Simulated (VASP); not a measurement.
**HCO2: single point with PBE+D3(BJ)**

The system is HCO2.

```
H C O
1.0
     6.09400    0.00000    0.00000
     0.00000    7.85240    0.00000
     0.00000    0.00000    6.55940
H C O
8 8 16
Direct
  0.85160 0.27600 0.41180
  0.14840 0.77600 0.08820
  0.64840 0.72400 0.91180
  0.35160 0.22400 0.58820
  0.14840 0.72400 0.58820
  0.85160 0.22400 0.91180
  0.35160 0.27600 0.08820
  0.64840 0.77600 0.41180
  0.91570 0.05513 0.44330
  0.08430 0.55513 0.05670
  0.58430 0.94487 0.94330
  0.41570 0.44487 0.55670
  0.08430 0.94487 0.55670
  0.91570 0.44487 0.94330
  0.41570 0.05513 0.05670
  0.58430 0.55513 0.44330
  0.76769 0.99488 0.34416
  0.23231 0.49488 0.15584
  0.73231 0.00512 0.84416
  0.26769 0.50512 0.65584
  0.23231 0.00512 0.65584
  0.76769 0.50512 0.84416
  0.26769 0.99488 0.15584
  0.73231 0.49488 0.34416
  0.95695 0.21672 0.47060
  0.04305 0.71672 0.02940
  0.54305 0.78328 0.97060
  0.45695 0.28328 0.52940
  0.04305 0.78328 0.52940
  0.95695 0.28328 0.97060
  0.45695 0.21672 0.02940
  0.54305 0.71672 0.47060
```

| Property | Result |
| --- | --- |
| Program | VASP 6.6.1 |
| Task | single point |
| Functional | PBE |
| Dispersion | D3(BJ) |
| Potentials or basis | VASP PAW PBE potentials, release 64 (H, C, O) |
| Cutoff | 520 eV |
| k mesh | 4 × 4 × 4 |
| Occupations | gaussian, width 0.1 eV |
| Spin | no spin polarisation |

| Item | Value |
| --- | --- |
| Pressure | 13.4 GPa |
| Largest force | 7.250 eV/Å |
| Band gap on the k mesh | 3.19 eV, direct |
| Dispersion energy per atom | -0.072 eV |

Forces on the atoms (eV/Å):
```
H   -4.958  4.310 -3.067
H    4.958  4.310  3.067
H    4.958 -4.310 -3.067
H   -4.958 -4.310  3.067
H    4.958 -4.310  3.067
H   -4.958 -4.310 -3.067
H   -4.958  4.310  3.067
H    4.958  4.310 -3.067
C    0.989 -0.719  0.625
C   -0.989 -0.719 -0.625
C   -0.989  0.719  0.625
C    0.989  0.719 -0.625
C   -0.989  0.719 -0.625
C    0.989  0.719  0.625
C    0.989 -0.719 -0.625
C   -0.989 -0.719  0.625
O   -0.982 -0.417 -0.705
O    0.982 -0.417  0.705
O    0.982  0.417 -0.705
O   -0.982  0.417  0.705
O    0.982  0.417  0.705
O   -0.982  0.417 -0.705
O   -0.982 -0.417  0.705
O    0.982 -0.417 -0.705
O    4.839 -3.001  3.012
O   -4.839 -3.001 -3.012
O   -4.839  3.001  3.012
O    4.839  3.001 -3.012
O   -4.839  3.001 -3.012
O    4.839  3.001  3.012
O    4.839 -3.001 -3.012
O   -4.839 -3.001  3.012
```

Stress tensor (GPa, compression positive):
```
17.15  0.00  0.00
 0.00 16.19  0.00
 0.00  0.00  6.71
```

Levels at points of the mesh, in eV from the valence-band top:
```csv
k point,band 65,band 66,band 67,band 68,band 69,band 70,band 71,band 72
"(0.00, 0.00, 0.00)",-0.32,-0.30,-0.11,0.00,3.19,3.39,3.82,3.99
"(0.50, 0.00, 0.00)",-0.21,-0.21,-0.20,-0.20,3.47,3.47,3.65,3.65
"(0.00, 0.50, 0.00)",-0.28,-0.28,-0.08,-0.08,3.30,3.30,3.91,3.91
"(0.50, 0.50, 0.00)",-0.22,-0.22,-0.22,-0.22,3.56,3.56,3.56,3.56
"(0.00, 0.00, 0.50)",-0.23,-0.23,-0.13,-0.13,3.60,3.60,3.67,3.67
"(0.50, 0.00, 0.50)",-0.20,-0.20,-0.20,-0.20,3.55,3.55,3.55,3.55
"(0.00, 0.50, 0.50)",-0.18,-0.18,-0.18,-0.18,3.65,3.65,3.65,3.65
"(0.50, 0.50, 0.50)",-0.20,-0.20,-0.20,-0.20,3.56,3.56,3.56,3.56
```

Wall time 32 min on 1 thread of AMD EPYC 7R43 64-Core Processor (Zen 3), on a shared host, peak memory 0.66 GiB.

Caveat: forces of over 1 eV/Å act on the atoms, so gaps and moduli don't describe the material at rest. A k mesh can miss the band edges.
